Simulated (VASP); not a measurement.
# LiBeF3 (Amm2) in VASP: a series of runs

LiBeF3 is run at these levels: PBE; tasks: relaxation of shape and atoms at fixed volume.

Program: VASP 6.6.1. These are calculated values, not measurements. Logs are shortened: lines on timing, memory, paths and dates and some standing lists are left out, and cuts for length are marked.

**1. The cell of the first run**

Symmetry: Amm2, No. 38, orthorhombic system. The conventional cell has a = 2.699 Å, b = 5.101 Å, c = 7.554 Å, α = 90.00°, β = 90.00°, γ = 90.00°. Li (site symmetry mm2) has 5 F at 1.87 to 1.91 Å within 2.5 Å. Be (site symmetry mm2) has 4 F at 1.49 to 1.60 Å within 2.0 Å. Within 2.0 Å of F (site symmetry m) lie 1 Be at 1.49 Å and 2 Li at 1.87 Å. F (site symmetry mm2) has 2 Be at 1.60 Å and 1 Li at 1.91 Å within 2.1 Å.

**2. Relaxation of shape and atoms at fixed volume, PBE (10.40 Å³/atom)**

File INCAR:

```
ALGO = Normal
EDIFF = 1E-6
EDIFFG = -0.01
ENCUT = 600
GGA = PE
IBRION = 2
ISIF = 4
ISMEAR = 0
LASPH = T
LCHARG = F
LREAL = F
LWAVE = F
NELM = 100
NSW = 50
PREC = Accurate
SIGMA = 0.02
```

File KPOINTS:

```
k-points
0
Gamma
  8 6 6
```

File POSCAR:

```
LiBeF3
1.0
    2.6991858243      0.0000000000      0.0000000000
    0.0000000000      2.5502734646      3.7769159629
    0.0000000000     -2.5502734646      3.7769159629
Li Be F
1 1 3
Direct
    0.5000000000      0.6874063836      0.6874063836
    0.0000000000      0.0545217065      0.0545217065
    0.0000000000      0.9097471838      0.4078928076
    0.0000000000      0.4078928076      0.9097471838
    0.5000000000      0.9397588915      0.9397588915
```

Potentials or basis: VASP PAW PBE potentials, release 64 (Li_sv, Be, F).

Launch:

```bash
cat potpaw_PBE.64/Li_sv/POTCAR potpaw_PBE.64/Be/POTCAR potpaw_PBE.64/F/POTCAR > POTCAR
mpirun -np 1 vasp_std > vasp.out
```

OUTCAR:

```text
EDIFF = 1E-6
   EDIFFG = -0.01
   ENCUT = 600
   GGA = PE
   IBRION = 2
   ISIF = 4
   ISMEAR = 0
   LASPH = T
   LREAL = F
   NELM = 100
   NSW = 50
   PREC = Accurate

 ion  position               nearest neighbor table
   1  0.500  0.687  0.687-   3 1.87   4 1.87   3 1.87   4 1.87   5 1.91
   2  0.000  0.055  0.055-   3 1.49   4 1.49   5 1.60   5 1.60
   3  0.000  0.910  0.408-   2 1.49   1 1.87   1 1.87
   4  0.000  0.408  0.910-   2 1.49   1 1.87   1 1.87
   5  0.500  0.940  0.940-   2 1.60   2 1.60   1 1.91

  LATTYP: Found a base centered orthorhombic cell.
 ALAT       =     5.1005469292
 B/A-ratio  =     1.4809846926
 C/A-ratio  =     0.5291953710

  Lattice vectors:

 A1 = (   0.0000000000,   2.5502734646,  -3.7769159629)
 A2 = (   0.0000000000,   2.5502734646,   3.7769159629)
 A3 = (   2.6991858243,   0.0000000000,   0.0000000000)

Analysis of symmetry for initial positions (statically):
=====================================================================
 Subroutine PRICEL returns:
 Original cell was already a primitive cell.

 Routine SETGRP: Setting up the symmetry group for a
 base centered orthorhombic supercell.

 Subroutine GETGRP returns: Found  4 space group operations
 (whereof  4 operations were pure point group operations)
 out of a pool of  8 trial point group operations.

The static configuration has the point symmetry C_2v.

Analysis of symmetry for dynamics (positions and initial velocities):
=====================================================================
 Subroutine PRICEL returns:
 Original cell was already a primitive cell.

 Routine SETGRP: Setting up the symmetry group for a
 base centered orthorhombic supercell.

 Subroutine GETGRP returns: Found  4 space group operations
 (whereof  4 operations were pure point group operations)
 out of a pool of  8 trial point group operations.

The dynamic configuration has the point symmetry C_2v.

 Subroutine INISYM returns: Found  4 space group operations
 (whereof  4 operations are pure point group operations),
 and found     1 'primitive' translations

----------------------------------------------------------------------------------------

                                     Primitive cell

  volume of cell :      51.9980

  direct lattice vectors                    reciprocal lattice vectors
     2.699185824  0.000000000  0.000000000     0.370482088  0.000000000  0.000000000
     0.000000000  2.550273465  3.776915963     0.000000000  0.196057406  0.132383141
     0.000000000 -2.550273465  3.776915963     0.000000000 -0.196057406  0.132383141

  length of vectors
     2.699185824  4.557300619  4.557300619     0.370482088  0.236566698  0.236566698

  position of ions in fractional coordinates (direct lattice)
     0.500000000  0.687406384  0.687406384
     0.000000000  0.054521706  0.054521706
     0.000000000  0.909747184  0.407892808
     0.000000000  0.407892808  0.909747184
     0.500000000  0.939758891  0.939758891

  ion indices of the primitive-cell ions
   primitive index   ion index
                 1           1
                 2           2
                 3           3
                 4           4
                 5           5

----------------------------------------------------------------------------------------

 KPOINTS: k-points

Automatic generation of k-mesh.
 Grid dimensions read from file:
 generate k-points for:    8    6    6

 Generating k-lattice:

  Cartesian coordinates                     Fractional coordinates (reciprocal lattice)
     0.046310261  0.000000000  0.000000000     0.125000000  0.000000000  0.000000000
     0.000000000  0.032676234  0.022063857     0.000000000  0.166666667  0.000000000
     0.000000000 -0.032676234  0.022063857     0.000000000  0.000000000  0.166666667

  Length of vectors
     0.046310261  0.039427783  0.039427783

  Shift w.r.t. Gamma in fractional coordinates (k-lattice)
     0.000000000  0.000000000  0.000000000

 Subroutine IBZKPT returns following result:
 ===========================================

 Found     65 irreducible k-points:

 Following reciprocal coordinates:
            Coordinates               Weight
  0.000000  0.000000  0.000000      1.000000
  0.125000  0.000000  0.000000      2.000000
  0.250000  0.000000  0.000000      2.000000
  0.375000  0.000000  0.000000      2.000000
  0.500000  0.000000  0.000000      1.000000
  0.000000  0.166667  0.000000      4.000000
[... 16 lines left out ...]
  0.250000  0.166667  0.166667      4.000000
  0.375000  0.166667  0.166667      4.000000
 [... further k-points ...]
   k-points           NKPTS =     65   k-points in BZ     NKDIM =     65   number of bands    NBANDS=     17
   number of dos      NEDOS =    301   number of ions     NIONS =      5
   total plane-waves  NPLWV =  31104
   dimension x,y,z NGX =    24 NGY =   36 NGZ =   36
   dimension x,y,z NGXF=    48 NGYF=   72 NGZF=   72
   ions per type =               1   1   3
   NGX,Y,Z   is equivalent  to a cutoff of  14.78, 13.13, 13.13 a.u.
   NGXF,Y,Z  is equivalent  to a cutoff of  29.56, 26.26, 26.26 a.u.
 SYSTEM =  unknown system
   PREC   = accura    normal or accurate (medium, high low for compatibility)
   ISTART =      0    job   : 0-new  1-cont  2-samecut
   ICHARG =      2    charge: 1-file 2-atom 10-const
   ISPIN  =      1    spin polarized calculation?
   LNONCOLLINEAR =      F non collinear calculations
   LSORBIT =      F    spin-orbit coupling
   LASPH  =      T    aspherical Exc in radial PAW
   ENCUT  =  600.0 eV  44.10 Ry    6.64 a.u.   5.39  9.10  9.10*2*pi/ulx,y,z
   NELM   =    100;   NELMIN=  2; NELMDL= -5     # of ELM steps
   EDIFF  = 0.1E-05   stopping-criterion for ELM
   LREAL  =      F    real-space projection
   EDIFFG = -.1E-01   stopping-criterion for IOM
   NSW    =     50    number of steps for IOM
   IBRION =      2    ionic relax: 0-MD 1-quasi-New 2-CG
   NFREE  =      1    steps in history (QN), initial steepest desc. (CG)
   ISIF   =      4    stress and relaxation
   ISYM   =      2    0-nonsym 1-usesym 2-fastsym
   POTIM  = 0.5000    time-step for ionic-motion
   TEBEG  =    0.0;   TEEND  =   0.0 temperature during run
   PSTRESS=    0.0 pullay stress
   NELECT =      26.0000    total number of electrons
   NUPDOWN=      -1.0000    fix difference up-down
   EMIN   =  10.00;   EMAX   =-10.00  energy-range for DOS
   EFERMI =   0.00;   METHOD = LEGACY
   ISMEAR =     0;   SIGMA  =   0.02  broadening in eV -4-tet -1-fermi 0-gaus
   EFERMI_NEDOS =   21; number of points for ismear=-14 and -15
   IALGO  =     38    algorithm
   IMIX   =      4    mixing-type and parameters
     AMIX     =   0.40;   BMIX     =  1.00
     AMIX_MAG =   1.60;   BMIX_MAG =  1.00
  volume/ion in A,a.u.               =      10.40        70.18
  Fermi-wavevector in a.u.,A,eV,Ry     =   1.299382  2.455477 22.972005  1.688395
  Thomas-Fermi vector in A             =   2.430650
   LORBIT       =      0    0 simple, 1 ext, 2 COOP (PROOUT), +10 PAW based schemes
   GGA     = PE    functional components
   LHFCALC =     F    Hartree Fock is set to
   AEXX    =    0.0000 exact exchange contribution
   IVDW    =     0    specifies the selected vdW correction
   LEPSILON=     F    determine dielectric tensor
   LRPA    =     F    only Hartree local field effects (RPA)
 conjugate gradient relaxation of ions
 non-spin polarized calculation
 Gauss-broadening in eV      SIGMA  =   0.02
  energy-cutoff  :      600.00
  volume of cell :       52.00
 maximum number of plane-waves:      1752
 NGX is ok and might be reduce to    24
   NGX = 11   NGY = 19   NGZ = 19

--------------------------------------- Ionic step        1  -------------------------------------------

 number of electron      25.9999973 magnetization

 Free energy of the ion-electron system (eV)
  ---------------------------------------------------
  ext. energy  EPLUGINS =         0.00000000
  ---------------------------------------------------
  free energy    TOTEN  =       -26.66010254 eV

  energy without entropy =      -26.66010254  energy(sigma->0) =      -26.66010254

------------------------ aborting loop because EDIFF is reached ----------------------------------------

  FORCE on cell =-STRESS in cart. coord.  units (eV):
  Direction    XX          YY          ZZ          XY          YZ          ZX
  --------------------------------------------------------------------------------------
  -------------------------------------------------------------------------------------
  Total        2.4563522      2.6851172      2.1796124      0.0000000      0.0000000      0.0000000
  in kB       75.6857933     82.7345623     67.1588113      0.0000000      0.0000000      0.0000000
  external PRESSURE =      75.1930556 kB  Pullay stress =       0.0000000 kB
[... 98 lines left out ...]
  FREE ENERGIE OF THE ION-ELECTRON SYSTEM (eV)
  ---------------------------------------------------
  free  energy   TOTEN  =       -26.6648100605 eV

  energy  without entropy=      -26.6648100605  energy(sigma->0) =      -26.66481006

[... ionic steps 4 to 10 ...]

--------------------------------------- Ionic step       11  -------------------------------------------

 number of electron      25.9999980 magnetization

------------------------ aborting loop because EDIFF is reached ----------------------------------------
[... 73 lines left out ...]
--------------------------------------- Ionic step       13  -------------------------------------------

 number of electron      25.9999980 magnetization

 Free energy of the ion-electron system (eV)
  ---------------------------------------------------
  ext. energy  EPLUGINS =         0.00000000
  ---------------------------------------------------
  free energy    TOTEN  =       -26.66888686 eV

  energy without entropy =      -26.66888686  energy(sigma->0) =      -26.66888686

 E-fermi :  -2.2642     XC(G=0):  -8.6685

 val. band max:       -2.5173455242   @ k =   0.5000   0.5000   0.5000
 cond. band min:       5.3339665112   @ k =   0.0000   0.0000   0.0000
 fundamental gap:      7.8513120354
 Fermi energy:        -2.2642483286

 k-point     1 :       0.0000    0.0000    0.0000
  band No.  band energies     occupation
      1     -42.9085      2.00000
      2     -23.9475      2.00000
      3     -22.5391      2.00000
      4     -22.4510      2.00000
      5      -6.7183      2.00000
      6      -5.9085      2.00000
[... 457 lines left out ...]
      4     -22.2140      2.00000
      5      -6.9890      2.00000
      6      -6.1090      2.00000
[... 9 lines left out ...]
     16      12.1526      0.00000
     17      12.7726      0.00000

 [... further k-points ...]

------------------------ aborting loop because EDIFF is reached ----------------------------------------

  FORCE on cell =-STRESS in cart. coord.  units (eV):
  Direction    XX          YY          ZZ          XY          YZ          ZX
  --------------------------------------------------------------------------------------
  -------------------------------------------------------------------------------------
  Total        1.9745898      1.9975566      1.9569920      0.0000000      0.0000000      0.0000000
  in kB       60.8415985     61.5492570     60.2993720      0.0000000      0.0000000      0.0000000
  external PRESSURE =      60.8967425 kB  Pullay stress =       0.0000000 kB
[... 20 lines left out ...]
  FREE ENERGIE OF THE ION-ELECTRON SYSTEM (eV)
  ---------------------------------------------------
  free  energy   TOTEN  =       -26.6688868636 eV

  energy  without entropy=      -26.6688868636  energy(sigma->0) =      -26.66888686

 reached required accuracy - stopping structural energy minimisation
```

Run time: 3.5 min. Hardware: 1 thread of Intel Xeon 6975P-C (Granite Rapids), shared host; peak memory 0.21 GiB.

What came out:

| Quantity | Value |
| --- | --- |
| Free energy | -26.6689 eV |
| Energy gained by relaxing | 1.8 meV/atom |
| Ionic steps | 13 |
| Pressure after relaxing | 6.1 GPa |
| Largest force after relaxing | 0.009 eV/Å |
| Band gap on the k mesh | 7.85 eV (least direct gap 7.88 eV) |

Forces in eV/Å, atoms in the order of the input:
```
Li   0.000  0.000  0.004
Be   0.000  0.000 -0.009
F    0.000 -0.002  0.007
F    0.000  0.002  0.007
F    0.000  0.000 -0.008
```

Stress tensor (GPa, compression positive):
```
6.08 0.00 0.00
0.00 6.15 0.00
0.00 0.00 6.03
```

The path:
```
step  energy change (eV)  largest force (eV/Å)  pressure (GPa)  volume (Å³)
   1              0.0000                0.2921            7.52        52.00
   2             -0.0041                0.1752            6.49        52.00
   3             -0.0047                0.0799            6.76        52.00
   4             -0.0061                0.0448            6.59        52.00
   5             -0.0064                0.0976            6.45        52.00
   6             -0.0074                0.0676            6.34        52.00
   7             -0.0077                0.0757            6.15        52.00
   8             -0.0078                0.0723            6.20        52.00
   9             -0.0084                0.0455            6.16        52.00
  10             -0.0085                0.0621            6.07        52.00
  11             -0.0087                0.0345            6.12        52.00
  12             -0.0087                0.0444            6.07        52.00
  13             -0.0088                0.0089            6.09        52.00
```

Final structure:
```
Li Be F
1.0
     2.72243    0.00000    0.00000
     0.00000    2.57051    3.71519
     0.00000   -2.57051    3.71519
Li Be F
1 1 3
Direct
  0.50000 0.68331 0.68331
  0.00000 0.05470 0.05470
  0.00000 0.91168 0.41107
  0.00000 0.41107 0.91168
  0.50000 0.93856 0.93856
```

Caveat: the cutoff is under 1.25 times the usual one of these potentials, so pressure, stress and relaxed cells hold a basis-set (Pulay) error. A k mesh can miss the band edges.

[end of part 1 of 2]
